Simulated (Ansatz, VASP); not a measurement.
HfO2 in VASP and in Ansatz

The input INCAR:

```
SYSTEM = HfO2
ALGO = Normal
EDIFF = 1E-6
ENCUT = 520
GGA = PS
ISIF = 2
ISMEAR = -1
LASPH = .True.
LCHARG = .False.
LREAL = .False.
LWAVE = .False.
NBANDS = 31
NELM = 80
PREC = Accurate
SIGMA = 0.05
```

File KPOINTS:

```
k-points
0
Gamma
  8 8 5
  0 0 0
```

Contents of POSCAR:

```
HfO2
1.0
    3.6048407432      0.0000000000      0.0000000000
    0.0000000000      3.6048407432      0.0000000000
    0.0000000000      0.0000000000      5.2399198202
Hf O
2 4
Direct
    0.0000000000      0.0000000000      0.0000000000
    0.5000000000      0.5000000000      0.5000000000
    0.0000000000      0.5000000000      0.1972078800
    0.5000000000      0.0000000000      0.3027921200
    0.5000000000      0.0000000000      0.8027921200
    0.0000000000      0.5000000000      0.6972078800
```

File input.yaml:

```yaml
crystal:
  lattice:
    - [3.6048407432, 0.0, 0.0]
    - [0.0, 3.6048407432, 0.0]
    - [0.0, 0.0, 5.2399198202]
  atoms:
    - { symbol: Hf, position: [0.0, 0.0, 0.0] }
    - { symbol: Hf, position: [0.5, 0.5, 0.5] }
    - { symbol: O, position: [0.0, 0.5, 0.19720788] }
    - { symbol: O, position: [0.5, 0.0, 0.30279212] }
    - { symbol: O, position: [0.5, 0.0, 0.80279212] }
    - { symbol: O, position: [0.0, 0.5, 0.69720788] }
kpoints:
  mp_grid: { grid: [8, 8, 5] }
scf:
  occupations: { method: fermi_dirac, width: 0.05 }
hamiltonian:
  xc: pbesol
  pseudopotentials: { kind: all_electron, lapw: { basis_error: 0.001 } }
output:
  forces: true
  stress: true
  eigenvalues: true
```

Change from the starting cell: volume scaled by 1.04.

Alike in both runs: task single point; functional PBEsol; k mesh 8 × 8 × 5; occupations fermi-dirac, width 0.05 eV; no spin polarisation.

```csv
,VASP,Ansatz
version,VASP 6.6.1,Ansatz 0.2.0
potentials or method,"VASP PAW PBE potentials, release 64 (Hf_pv, O), cutoff 520 eV","all-electron LAPW, scalar-relativistic"
```

Ansatz gave:

- gap on the k mesh at the Fermi level (eV): 4.50
- least direct gap on the mesh (eV): 4.56
- pressure (GPa): -7.6
- traceless stress, the component that is largest in VASP (GPa): 0.37
- rms of the force components (eV/Å): 0.056

**Question.** Estimate VASP's values.

**Answer.** gap on the k mesh at the Fermi level (eV): 4.49; least direct gap on the mesh (eV): 4.55; pressure (GPa): -10.7; traceless stress, the component that is largest in VASP (GPa): 0.43; rms of the force components (eV/Å): 0.072.

VASP's potentials were made for PBE, not for PBEsol. Atom by atom the forces differ by 0.016 eV/Å (rms over components). Ansatz ran all-electron here, and VASP with PAW potentials.

Neither program's run includes spin-orbit coupling.
